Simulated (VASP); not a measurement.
# ZnPb2N2 (Pmmn) in VASP: single point with PBE

Aim: the single point of ZnPb2N2 with PBE.

All numbers are computed with VASP 6.6.1; they aren't measurements. Logs are shortened: lines on timing, memory, paths and dates and some standing lists are left out, and cuts for length are marked.

## 1. The cell of the first run

The structure is orthorhombic, space group Pmmn (No. 59). The conventional cell has a = 3.647 Å, b = 11.482 Å, c = 6.608 Å, α = 90.00°, β = 90.00°, γ = 90.00°. Zn (site symmetry mm2) has 2 N at 1.83 Å within 2.4 Å. Pb (site symmetry m) has 3 N at 2.34 to 2.38 Å within 3.1 Å. Within 2.4 Å of N (site symmetry m) lie 1 Zn at 1.83 Å and 3 Pb at 2.34 to 2.38 Å.

## 2. Single point, PBE

INCAR

```
ALGO = Normal
EDIFF = 1E-6
ENCUT = 520
GGA = PE
ISIF = 2
ISMEAR = 0
LASPH = T
LCHARG = F
LREAL = F
LWAVE = F
NBANDS = 61
NELM = 80
PREC = Accurate
SIGMA = 0.1
```

KPOINTS

```
k-points
0
Gamma
  6 2 4
```

POSCAR

```
ZnPb2N2
1.0
    3.6467313700      0.0000000000      0.0000000000
    0.0000000000     11.4822036200      0.0000000000
    0.0000000000      0.0000000000      6.6078160300
Zn Pb N
2 4 4
Direct
    0.5000000000      0.5000000000      0.6180904400
    0.0000000000      0.0000000000      0.3819095600
    0.5000000000      0.7364050200      0.2686896200
    0.5000000000      0.2635949800      0.2686896200
    0.0000000000      0.7635949800      0.7313103800
    0.0000000000      0.2364050200      0.7313103800
    0.5000000000      0.3406443600      0.6028385500
    0.5000000000      0.6593556400      0.6028385500
    0.0000000000      0.1593556400      0.3971614500
    0.0000000000      0.8406443600      0.3971614500
```

Potentials or basis: VASP PAW PBE potentials, release 64 (Zn, Pb_d, N).

Run with:

```console
cat potpaw_PBE.64/Zn/POTCAR potpaw_PBE.64/Pb_d/POTCAR potpaw_PBE.64/N/POTCAR > POTCAR
mpirun -np 1 vasp_std > vasp.out
```

OUTCAR:

```text
EDIFF = 1E-6
   ENCUT = 520
   GGA = PE
   ISIF = 2
   ISMEAR = 0
   LASPH = T
   LREAL = F
   NELM = 80
   PREC = Accurate

 ion  position               nearest neighbor table
   1  0.500  0.500  0.618-   7 1.83   8 1.83   3 3.56   4 3.56
   2  0.000  0.000  0.382-   9 1.83  10 1.83   5 3.56   6 3.56
   3  0.500  0.736  0.269-  10 2.34  10 2.34   8 2.38   1 3.56   5 3.57   5 3.57   5 4.00   5 4.00

   4  0.500  0.264  0.269-   9 2.34   9 2.34   7 2.38   1 3.56   6 3.57   6 3.57   6 4.00   6 4.00

   5  0.000  0.764  0.731-   8 2.34   8 2.34  10 2.38   2 3.56   3 3.57   3 3.57   3 4.00   3 4.00

   6  0.000  0.236  0.731-   7 2.34   7 2.34   9 2.38   2 3.56   4 3.57   4 3.57   4 4.00   4 4.00

   7  0.500  0.341  0.603-   1 1.83   6 2.34   6 2.34   4 2.38
   8  0.500  0.659  0.603-   1 1.83   5 2.34   5 2.34   3 2.38
   9  0.000  0.159  0.397-   2 1.83   4 2.34   4 2.34   6 2.38
  10  0.000  0.841  0.397-   2 1.83   3 2.34   3 2.34   5 2.38

  LATTYP: Found a simple orthorhombic cell.
 ALAT       =     3.6467313700
 B/A-ratio  =     1.8119832144
 C/A-ratio  =     3.1486288555

  Lattice vectors:

 A1 = (  -3.6467313700,   0.0000000000,   0.0000000000)
 A2 = (   0.0000000000,   0.0000000000,   6.6078160300)
 A3 = (   0.0000000000,  11.4822036200,   0.0000000000)

Analysis of symmetry for initial positions (statically):
=====================================================================
 Subroutine PRICEL returns:
 Original cell was already a primitive cell.

 Routine SETGRP: Setting up the symmetry group for a
 simple orthorhombic supercell.

 Subroutine GETGRP returns: Found  8 space group operations
 (whereof  4 operations were pure point group operations)
 out of a pool of  8 trial point group operations.

The static configuration has the point symmetry C_2v.
 The point group associated with its full space group is D_2h.

Analysis of symmetry for dynamics (positions and initial velocities):
=====================================================================
 Subroutine PRICEL returns:
 Original cell was already a primitive cell.

 Routine SETGRP: Setting up the symmetry group for a
 simple orthorhombic supercell.

 Subroutine GETGRP returns: Found  8 space group operations
 (whereof  4 operations were pure point group operations)
 out of a pool of  8 trial point group operations.

The dynamic configuration has the point symmetry C_2v.
 The point group associated with its full space group is D_2h.

 Subroutine INISYM returns: Found  8 space group operations
 (whereof  4 operations are pure point group operations),
 and found     1 'primitive' translations

----------------------------------------------------------------------------------------

                                     Primitive cell

  volume of cell :     276.6859

  direct lattice vectors                    reciprocal lattice vectors
     3.646731370  0.000000000  0.000000000     0.274218169  0.000000000  0.000000000
     0.000000000 11.482203620  0.000000000     0.000000000  0.087091297  0.000000000
     0.000000000  0.000000000  6.607816030     0.000000000  0.000000000  0.151335932

  length of vectors
     3.646731370 11.482203620  6.607816030     0.274218169  0.087091297  0.151335932

  position of ions in fractional coordinates (direct lattice)
     0.500000000  0.500000000  0.618090440
     0.000000000  0.000000000  0.381909560
     0.500000000  0.736405020  0.268689620
     0.500000000  0.263594980  0.268689620
     0.000000000  0.763594980  0.731310380
     0.000000000  0.236405020  0.731310380
     0.500000000  0.340644360  0.602838550
     0.500000000  0.659355640  0.602838550
     0.000000000  0.159355640  0.397161450
     0.000000000  0.840644360  0.397161450

  ion indices of the primitive-cell ions
   primitive index   ion index
                 1           1
                 2           2
                 3           3
                 4           4
                 5           5
                 6           6
                 7           7
                 8           8
                 9           9
                10          10

----------------------------------------------------------------------------------------

 KPOINTS: k-points

Automatic generation of k-mesh.
 Grid dimensions read from file:
 generate k-points for:    6    2    4

 Generating k-lattice:

  Cartesian coordinates                     Fractional coordinates (reciprocal lattice)
     0.045703028  0.000000000  0.000000000     0.166666667  0.000000000  0.000000000
     0.000000000  0.043545648  0.000000000     0.000000000  0.500000000  0.000000000
     0.000000000  0.000000000  0.037833983     0.000000000  0.000000000  0.250000000

  Length of vectors
     0.045703028  0.043545648  0.037833983

  Shift w.r.t. Gamma in fractional coordinates (k-lattice)
     0.000000000  0.000000000  0.000000000

 Subroutine IBZKPT returns following result:
 ===========================================

 Found     24 irreducible k-points:

 Following reciprocal coordinates:
            Coordinates               Weight
  0.000000  0.000000  0.000000      1.000000
  0.166667  0.000000  0.000000      2.000000
  0.333333  0.000000  0.000000      2.000000
  0.500000  0.000000  0.000000      1.000000
  0.000000  0.500000  0.000000      1.000000
  0.166667  0.500000  0.000000      2.000000
[... 16 lines left out ...]
  0.333333  0.500000  0.500000      2.000000
  0.500000  0.500000  0.500000      1.000000
   k-points           NKPTS =     24   k-points in BZ     NKDIM =     24   number of bands    NBANDS=     61
   number of dos      NEDOS =    301   number of ions     NIONS =     10
   total plane-waves  NPLWV = 126000
   dimension x,y,z NGX =    28 NGY =   90 NGZ =   50
   dimension x,y,z NGXF=    56 NGYF=  180 NGZF=  100
   ions per type =               2   4   4
   NGX,Y,Z   is equivalent  to a cutoff of  12.76, 13.03, 12.58 a.u.
   NGXF,Y,Z  is equivalent  to a cutoff of  25.53, 26.06, 25.16 a.u.
 SYSTEM =  unknown system
   PREC   = accura    normal or accurate (medium, high low for compatibility)
   ISTART =      0    job   : 0-new  1-cont  2-samecut
   ICHARG =      2    charge: 1-file 2-atom 10-const
   ISPIN  =      1    spin polarized calculation?
   LNONCOLLINEAR =      F non collinear calculations
   LSORBIT =      F    spin-orbit coupling
   LASPH  =      T    aspherical Exc in radial PAW
   ENCUT  =  520.0 eV  38.22 Ry    6.18 a.u.   6.78 21.35 12.29*2*pi/ulx,y,z
   NELM   =     80;   NELMIN=  2; NELMDL= -5     # of ELM steps
   EDIFF  = 0.1E-05   stopping-criterion for ELM
   LREAL  =      F    real-space projection
   EDIFFG = 0.1E-04   stopping-criterion for IOM
   NSW    =      0    number of steps for IOM
   IBRION =     -1    ionic relax: 0-MD 1-quasi-New 2-CG
   NFREE  =      0    steps in history (QN), initial steepest desc. (CG)
   ISIF   =      2    stress and relaxation
   ISYM   =      2    0-nonsym 1-usesym 2-fastsym
   POTIM  = 0.5000    time-step for ionic-motion
   TEBEG  =    0.0;   TEEND  =   0.0 temperature during run
   PSTRESS=    0.0 pullay stress
   NELECT =     100.0000    total number of electrons
   NUPDOWN=      -1.0000    fix difference up-down
   EMIN   =  10.00;   EMAX   =-10.00  energy-range for DOS
   EFERMI =   0.00;   METHOD = LEGACY
   ISMEAR =     0;   SIGMA  =   0.10  broadening in eV -4-tet -1-fermi 0-gaus
   EFERMI_NEDOS =   21; number of points for ismear=-14 and -15
   IALGO  =     38    algorithm
   IMIX   =      4    mixing-type and parameters
     AMIX     =   0.40;   BMIX     =  1.00
     AMIX_MAG =   1.60;   BMIX_MAG =  1.00
  volume/ion in A,a.u.               =      27.67       186.72
  Fermi-wavevector in a.u.,A,eV,Ry     =   1.166127  2.203660 18.501912  1.359852
  Thomas-Fermi vector in A             =   2.302644
   LORBIT       =      0    0 simple, 1 ext, 2 COOP (PROOUT), +10 PAW based schemes
   GGA     = PE    functional components
   LHFCALC =     F    Hartree Fock is set to
   AEXX    =    0.0000 exact exchange contribution
   IVDW    =     0    specifies the selected vdW correction
   LEPSILON=     F    determine dielectric tensor
   LRPA    =     F    only Hartree local field effects (RPA)
 non-spin polarized calculation
 Gauss-broadening in eV      SIGMA  =   0.10
  energy-cutoff  :      520.00
  volume of cell :      276.69
 maximum number of plane-waves:      7470
 NGX is ok and might be reduce to    28
   NGX = 13   NGY = 43   NGZ = 25

 number of electron     100.0000000 magnetization

 number of electron      99.9999961 magnetization

 Free energy of the ion-electron system (eV)
  ---------------------------------------------------
  ext. energy  EPLUGINS =         0.00000000
  ---------------------------------------------------
  free energy    TOTEN  =       -46.08448340 eV

  energy without entropy =      -46.08448324  energy(sigma->0) =      -46.08448332

 E-fermi :   2.8958     XC(G=0):  -7.9916

 val. band max:        2.5858511977   @ k =   0.0000   0.0000   0.0000
 cond. band min:       3.2160942928   @ k =   0.0000   0.0000   0.2500
 fundamental gap:      0.6302430951
 Fermi energy:         2.8957667461

 k-point     1 :       0.0000    0.0000    0.0000
  band No.  band energies     occupation
      1     -14.3033      2.00000
      2     -14.2764      2.00000
      3     -14.0141      2.00000
      4     -14.0108      2.00000
      5     -13.8804      2.00000
      6     -13.8803      2.00000
[... 53 lines left out ...]
     60       7.8727      0.00000
     61       8.3606      0.00000

 k-point     2 :       0.1667    0.0000    0.0000
  band No.  band energies     occupation
      1     -14.2903      2.00000
      2     -14.2613      2.00000
      3     -14.0273      2.00000
      4     -14.0171      2.00000
      5     -13.9024      2.00000
      6     -13.8994      2.00000
[... 1397 lines left out ...]
     60       6.9908      0.00000
     61       7.1614      0.00000

 k-point    24 :       0.5000    0.5000    0.5000
  band No.  band energies     occupation
      1     -14.2826      2.00000
      2     -14.2826      2.00000
      3     -14.2537      2.00000
      4     -14.2537      2.00000
      5     -13.9126      2.00000
      6     -13.9126      2.00000
[... 53 lines left out ...]
     60       7.3602      0.00000
     61       7.3866      0.00000

------------------------ aborting loop because EDIFF is reached ----------------------------------------

  FORCE on cell =-STRESS in cart. coord.  units (eV):
  Direction    XX          YY          ZZ          XY          YZ          ZX
  --------------------------------------------------------------------------------------
  -------------------------------------------------------------------------------------
  Total        0.0048388     -0.4228332     -0.0311327      0.0000000      0.0000000      0.0000000
  in kB        0.0280196     -2.4484580     -0.1802772      0.0000000      0.0000000      0.0000000
  external PRESSURE =      -0.8669052 kB  Pullay stress =       0.0000000 kB

 VOLUME and BASIS-vectors are now :
 -----------------------------------------------------------------------------
  energy-cutoff  :      520.00
  volume of cell :      276.69
      direct lattice vectors                 reciprocal lattice vectors
     3.646731370  0.000000000  0.000000000     0.274218169  0.000000000  0.000000000
     0.000000000 11.482203620  0.000000000     0.000000000  0.087091297  0.000000000
     0.000000000  0.000000000  6.607816030     0.000000000  0.000000000  0.151335932

 POSITION                                       TOTAL-FORCE (eV/Angst)
 -----------------------------------------------------------------------------------
      1.82337      5.74110      4.08423         0.000000      0.000000     -0.015282
      0.00000      0.00000      2.52359         0.000000      0.000000      0.015282
      1.82337      8.45555      1.77545         0.000000      0.017017      0.075415
      1.82337      3.02665      1.77545         0.000000     -0.017017      0.075415
      0.00000      8.76775      4.83236         0.000000     -0.017017     -0.075415
      0.00000      2.71445      4.83236         0.000000      0.017017     -0.075415
      1.82337      3.91135      3.98345         0.000000      0.039358      0.009097
      1.82337      7.57086      3.98345         0.000000     -0.039358      0.009097
      0.00000      1.82975      2.62437        -0.000000     -0.039358     -0.009097
      0.00000      9.65245      2.62437         0.000000      0.039358     -0.009097
 -----------------------------------------------------------------------------------
    total drift:                                0.000000     -0.000000      0.000000

  FREE ENERGIE OF THE ION-ELECTRON SYSTEM (eV)
  ---------------------------------------------------
  free  energy   TOTEN  =       -46.0844833985 eV

  energy  without entropy=      -46.0844832365  energy(sigma->0) =      -46.08448332
```

Run time: 10 min. Hardware: 1 thread of Oxide Virtual Turin-like, shared host; peak memory 0.52 GiB.

Results:

```yaml
Free_energy: -46.0845 eV
Pressure: -0.1 GPa
Largest_force: 0.077 eV/Å
Band_gap_on_the_k_mesh: 0.63 eV, indirect (least direct gap 0.79 eV)
```

Forces on the atoms (eV/Å):
```
Zn   0.000  0.000 -0.015
Zn   0.000  0.000  0.015
Pb   0.000  0.017  0.075
Pb   0.000 -0.017  0.075
Pb   0.000 -0.017 -0.075
Pb   0.000  0.017 -0.075
N    0.000  0.039  0.009
N    0.000 -0.039  0.009
N    0.000 -0.039 -0.009
N    0.000  0.039 -0.009
```

Caveat: spin-orbit coupling is left out, which moves the levels of the heavy elements.
